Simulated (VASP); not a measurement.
# TaN in VASP: notebook, part 2 of 2

VASP 6.6.1.

## (4) Electric field gradients, PBE (equal xy, yz and zx shear strains of -2 %)

INCAR reads:

```
PREC = Accurate
ENCUT = 520
EDIFF = 1E-8
ISMEAR = -1
SIGMA = 0.02
LREAL = F
LASPH = T
NELM = 60
ALGO = Normal
ISIF = 2
LWAVE = F
LCHARG = F
GGA = PE
LEFG = T
NBANDS = 15
```

KPOINTS reads:

```
regular mesh
0
Gamma
  9 9 9
```

POSCAR reads:

```
TaN
1.0
   -0.0435800000      2.1572100000      2.1572100000
    2.1572100000     -0.0435800000      2.1572100000
    2.1572100000      2.1572100000     -0.0435800000
Ta N
1 1
Direct
    0.5000000000      0.5000000000      0.5000000000
    0.0000000000      0.0000000000      0.0000000000
```

Potentials or basis: VASP PAW PBE potentials, release 64 (Ta_pv, N).

On the command line:

```sh
> cat potpaw_PBE.64/Ta_pv/POTCAR potpaw_PBE.64/N/POTCAR > POTCAR
> mpirun -np 1 vasp_std > vasp.out
```

OUTCAR:

```text
PREC = Accurate
   ENCUT = 520
   EDIFF = 1E-8
   ISMEAR = -1
   LREAL = F
   LASPH = T
   NELM = 60
   ISIF = 2
   GGA = PE

 ion  position               nearest neighbor table
   1  0.500  0.500  0.500-   2 2.18   2 2.18   2 2.18   2 2.18   2 2.18   2 2.18
   2  0.000  0.000  0.000-   1 2.18   1 2.18   1 2.18   1 2.18   1 2.18   1 2.18

  LATTYP: Found a trigonal (rhomboedric) cell.
 ALAT       =     3.0510668928
 COS(alpha) =     0.4797000918

  Lattice vectors:

 A1 = (  -0.0435800000,   2.1572100000,   2.1572100000)
 A2 = (   2.1572100000,  -0.0435800000,   2.1572100000)
 A3 = (   2.1572100000,   2.1572100000,  -0.0435800000)

Analysis of symmetry for initial positions (statically):
=====================================================================
 Subroutine PRICEL returns:
 Original cell was already a primitive cell.

 Routine SETGRP: Setting up the symmetry group for a
 trigonal (rhombohedral) supercell.
[... 620 lines left out ...]
  volume of cell :       20.69
      direct lattice vectors                 reciprocal lattice vectors
    -0.043580000  2.157210000  2.157210000    -0.224872868  0.229509422  0.229509422
     2.157210000 -0.043580000  2.157210000     0.229509422 -0.224872868  0.229509422
     2.157210000  2.157210000 -0.043580000     0.229509422  0.229509422 -0.224872868

 POSITION                                       TOTAL-FORCE (eV/Angst)
 -----------------------------------------------------------------------------------
      2.13542      2.13542      2.13542        -0.000000      0.000000     -0.000000
      0.00000      0.00000      0.00000         0.000000     -0.000000      0.000000
 -----------------------------------------------------------------------------------
    total drift:                                0.000000     -0.000000     -0.000000

  FREE ENERGIE OF THE ION-ELECTRON SYSTEM (eV)
  ---------------------------------------------------
  free  energy   TOTEN  =       -21.7821196009 eV

  energy  without entropy=      -21.7811663024  energy(sigma->0) =      -21.78164295

 Electric field gradients (V/A^2)
---------------------------------------------------------------------
 ion       V_xx      V_yy      V_zz      V_xy      V_xz      V_yz
---------------------------------------------------------------------
   1      -0.000     0.000     0.000     2.810     2.810     2.810
   2      -0.000    -0.000     0.000    -0.675    -0.675    -0.675
---------------------------------------------------------------------

 Electric field gradients after diagonalization (V/A^2)
 (convention: |V_zz| > |V_xx| > |V_yy|)
----------------------------------------------------------------------
 ion       V_xx      V_yy      V_zz     asymmetry (V_yy - V_xx)/ V_zz
----------------------------------------------------------------------
   1      -2.810    -2.810     5.621       0.000
   2       0.675     0.675    -1.350       0.000
----------------------------------------------------------------------

           NMR quadrupolar parameters

 Cq : quadrupolar parameter    Cq=e*Q*V_zz/h
 eta: asymmetry parameters     (V_yy - V_xx)/ V_zz
 Q  : nuclear electric quadrupole moment in mb (millibarn)
----------------------------------------------------------------------
 ion       Cq(MHz)       eta       Q (mb)
----------------------------------------------------------------------
   1       0.014       0.000       1.000
   2      -0.003       0.000       1.000
----------------------------------------------------------------------
```

OSZICAR:

```text
N       E                     dE             d eps       ncg     rms          rms(c)
DAV:   1     0.886903541435E+02    0.88690E+02   -0.87429E+03  2558   0.112E+03
DAV:   2    -0.220250914645E+02   -0.11072E+03   -0.10443E+03  3208   0.303E+02
DAV:   3    -0.247934451342E+02   -0.27684E+01   -0.27360E+01  2732   0.445E+01
DAV:   4    -0.248046437725E+02   -0.11199E-01   -0.11194E-01  3497   0.297E+00
DAV:   5    -0.248047165313E+02   -0.72759E-04   -0.72758E-04  2725   0.212E-01    0.256E+01
DAV:   6    -0.218694398148E+02    0.29353E+01   -0.53549E+00  3072   0.266E+01    0.106E+01
DAV:   7    -0.218142372073E+02    0.55203E-01   -0.51047E-01  2879   0.599E+00    0.739E+00
DAV:   8    -0.217893828108E+02    0.24854E-01   -0.13627E-01  3082   0.311E+00    0.179E+00
DAV:   9    -0.217821854031E+02    0.71974E-02   -0.19536E-02  2893   0.114E+00    0.308E-01
DAV:  10    -0.217821467152E+02    0.38688E-04   -0.12844E-03  2977   0.381E-01    0.405E-02
DAV:  11    -0.217821206433E+02    0.26072E-04   -0.56131E-05  2873   0.912E-02    0.219E-02
DAV:  12    -0.217821200329E+02    0.61042E-06   -0.55761E-06  2949   0.232E-02    0.553E-03
DAV:  13    -0.217821195819E+02    0.45095E-06   -0.17287E-07  3068   0.389E-03    0.249E-03
DAV:  14    -0.217821196080E+02   -0.26055E-07   -0.17262E-08  2820   0.118E-03    0.428E-04
DAV:  15    -0.217821196009E+02    0.71229E-08   -0.99342E-10  1548   0.359E-04
   1 F= -.21782120E+02 E0= -.21781643E+02  d E =-.953298E-03
```

stdout:

```text
POSCAR found type information on POSCAR TaN
 POSCAR found :  2 types and       2 ions
 scaLAPACK will be used
 LDA part: xc-table for (Slater+PW92), standard interpolation
 POSCAR, INCAR and KPOINTS ok, starting setup
 FFT: planning ... GRIDC
 FFT: planning ... GRID_SOFT
 FFT: planning ... GRID
 WAVECAR not read
 entering main loop
ion   1

ion   2
```

Run time: 15 s. Hardware: 1 thread of Intel Xeon Platinum 8375C at 2.90GHz (Ice Lake), shared host; peak memory 0.16 GiB.

What came out:

| Property | Result |
| --- | --- |
| Free energy | -21.7821 eV |
| Pressure | 15.6 GPa |
| Band gap on the k mesh | zero (band 8 reaches 11.53 eV, above the bottom of band 9 at 7.51 eV) |

Electric field gradients, principal values (V/Å²):
```tsv
atom	least	middle	greatest (by size)
1 Ta	-2.810	-2.810	5.621
2 N	0.675	0.675	-1.350
```

Caveat: the cell differs from its parent crystal (equal xy, yz and zx shear strains of -2 %); without QUAD_EFG the Cq values of the log hold for a quadrupole moment of 1 mb, not for the nuclei; spin-orbit coupling is left out, which moves the levels of the heavy elements.

## (5) Electric field gradients, PBE (equal xy, yz and zx shear strains of +1 %)

INCAR reads:

```
SYSTEM = TaN
ALGO = Normal
EDIFF = 1E-8
ENCUT = 520
GGA = PE
ISIF = 2
ISMEAR = -1
LASPH = .TRUE.
LCHARG = .FALSE.
LEFG = .TRUE.
LREAL = .FALSE.
LWAVE = .FALSE.
NBANDS = 15
NELM = 80
PREC = Accurate
SIGMA = 0.02
```

KPOINTS reads:

```
k-points
0
G
  9 9 9
  0 0 0
```

POSCAR reads:

```
TaN
1.0
    0.0217900000      2.1898950000      2.1898950000
    2.1898950000      0.0217900000      2.1898950000
    2.1898950000      2.1898950000      0.0217900000
Ta N
1 1
Direct
    0.5000000000      0.5000000000      0.5000000000
    0.0000000000      0.0000000000      0.0000000000
```

Potentials or basis: VASP PAW PBE potentials, release 64 (Ta_pv, N).

On the command line:

```sh
> cat potpaw_PBE.64/Ta_pv/POTCAR potpaw_PBE.64/N/POTCAR > POTCAR
> mpirun -np 1 vasp_std > vasp.out
```

OUTCAR:

```text
SYSTEM = TaN
   EDIFF = 1E-8
   ENCUT = 520
   GGA = PE
   ISIF = 2
   ISMEAR = -1
   LASPH = .TRUE.
   LREAL = .FALSE.
   NELM = 80
   PREC = Accurate

 ion  position               nearest neighbor table
   1  0.500  0.500  0.500-   2 2.18   2 2.18   2 2.18   2 2.18   2 2.18   2 2.18
   2  0.000  0.000  0.000-   1 2.18   1 2.18   1 2.18   1 2.18   1 2.18   1 2.18

  LATTYP: Found a trigonal (rhomboedric) cell.
 ALAT       =     3.0970558642
 COS(alpha) =     0.5099250056

  Lattice vectors:

 A1 = (   0.0217900000,   2.1898950000,   2.1898950000)
[... 645 lines left out ...]
  free  energy   TOTEN  =       -21.7847308140 eV

  energy  without entropy=      -21.7831369054  energy(sigma->0) =      -21.78393386

 Electric field gradients (V/A^2)
---------------------------------------------------------------------
 ion       V_xx      V_yy      V_zz      V_xy      V_xz      V_yz
---------------------------------------------------------------------
   1       0.000    -0.000     0.000    -0.511    -0.511    -0.511
   2      -0.000    -0.000    -0.000     0.634     0.634     0.634
---------------------------------------------------------------------

 Electric field gradients after diagonalization (V/A^2)
 (convention: |V_zz| > |V_xx| > |V_yy|)
----------------------------------------------------------------------
 ion       V_xx      V_yy      V_zz     asymmetry (V_yy - V_xx)/ V_zz
----------------------------------------------------------------------
   1       0.511     0.511    -1.023       0.000
   2      -0.634    -0.634     1.268       0.000
----------------------------------------------------------------------

           NMR quadrupolar parameters

 Cq : quadrupolar parameter    Cq=e*Q*V_zz/h
 eta: asymmetry parameters     (V_yy - V_xx)/ V_zz
 Q  : nuclear electric quadrupole moment in mb (millibarn)
----------------------------------------------------------------------
 ion       Cq(MHz)       eta       Q (mb)
----------------------------------------------------------------------
   1      -0.002       0.000       1.000
   2       0.003       0.000       1.000
----------------------------------------------------------------------
```

It took 15 s on 1 thread of Intel Xeon Platinum 8375C at 2.90GHz (Ice Lake), shared host; peak memory 0.15 GiB.

Results:

```yaml
Free_energy: -21.7847 eV
Pressure: 15.5 GPa
Band_gap_on_the_k_mesh: zero (band 8 reaches 11.44 eV, above the bottom of band 9 at 7.76 eV)
```

Stress tensor (GPa, compression positive):
```
15.50 -0.78 -0.78
-0.78 15.50 -0.78
-0.78 -0.78 15.50
```

Electric field gradients, principal values (V/Å²):
| atom | least | middle | greatest (by size) |
| --- | --- | --- | --- |
| 1 Ta | 0.511 | 0.511 | -1.023 |
| 2 N | -0.634 | -0.634 | 1.268 |

Caveat: the cell differs from its parent crystal (equal xy, yz and zx shear strains of +1 %); without QUAD_EFG the Cq values of the log hold for a quadrupole moment of 1 mb, not for the nuclei; spin-orbit coupling is left out, which moves the levels of the heavy elements.

## (6) Summary

| cell | k mesh | gap on the mesh (eV) | pressure (GPa) |
| --- | --- | --- | --- |
| a = 3.082 Å, angles 60.0°, 2 atoms | 14 × 14 × 14 | none | 15.5 |
| a = 3.051 Å, angles 61.3°, 2 atoms | 9 × 9 × 9 | none | 15.6 |
| a = 3.097 Å, angles 59.3°, 2 atoms | 9 × 9 × 9 | none | 15.5 |

Alike in all rows: task electric field gradients; level PBE; potentials or basis VASP PAW PBE potentials, release 64 (Ta_pv, N); no spin polarisation; cutoff (eV) 520; smearing fermi-dirac 0.02 eV.

Caveats: spin-orbit coupling is left out, which moves the levels of the heavy elements.

Total energies depend on the potentials used, so only differences within one code and one set of settings carry meaning.
